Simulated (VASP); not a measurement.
Here is a VASP 6.6.1 calculation.

The input INCAR:

```
SYSTEM = NaTlS2
  PREC = Accurate
  ENCUT = 600
  EDIFF = 1E-6
  ISMEAR = -1
  SIGMA = 0.02
  LREAL = .False.
  LASPH = .True.
  NELM = 60
  ALGO = Normal
  ISIF = 3
  LWAVE = .False.
  LCHARG = .False.
  GGA = PS
  IBRION = 2
  NSW = 80
  EDIFFG = -0.005
```

The input KPOINTS:

```
Automatic mesh
0
Gamma
  6 6 4
  0 0 0
```

POSCAR

```
NaTlS2
1.0
    4.1628286536      0.0000000000      0.0000000000
    0.0000000000      4.1628286536      0.0000000000
    0.0000000000      0.0000000000      6.6717627341
Na S Tl
1 2 1
Direct
    0.0000000000      0.0000000000      0.0000000000
    0.0000000000      0.5000000000      0.2706010969
    0.5000000000      0.0000000000      0.7293989031
    0.5000000000      0.5000000000      0.5000000000
```

Potentials or basis: VASP PAW PBE potentials, release 64 (Na_pv, S, Tl_d).

Run with:

```bash
$ cat potpaw_PBE.64/Na_pv/POTCAR potpaw_PBE.64/S/POTCAR potpaw_PBE.64/Tl_d/POTCAR > POTCAR
$ mpirun -np 1 vasp_std > vasp.out
```

(1) Predict the relaxed cell.

(2) Predict the band gap on the k mesh.

(3) Predict the relaxed volume.

(4) Predict the space group after relaxing (to 0.1 Å).

## Answers

(1) a = 4.079 Å, b = 4.079 Å, c = 6.650 Å, α = 90.00°, β = 90.00°, γ = 90.00°.

(2) 0.76 eV.

(3) 27.66 Å³/atom.

(4) P-4m2 (No. 115).

Caveat: the PAW data sets were made with another functional, which shifts forces and pressure a little; spin-orbit coupling is left out, which moves the levels of the heavy elements.
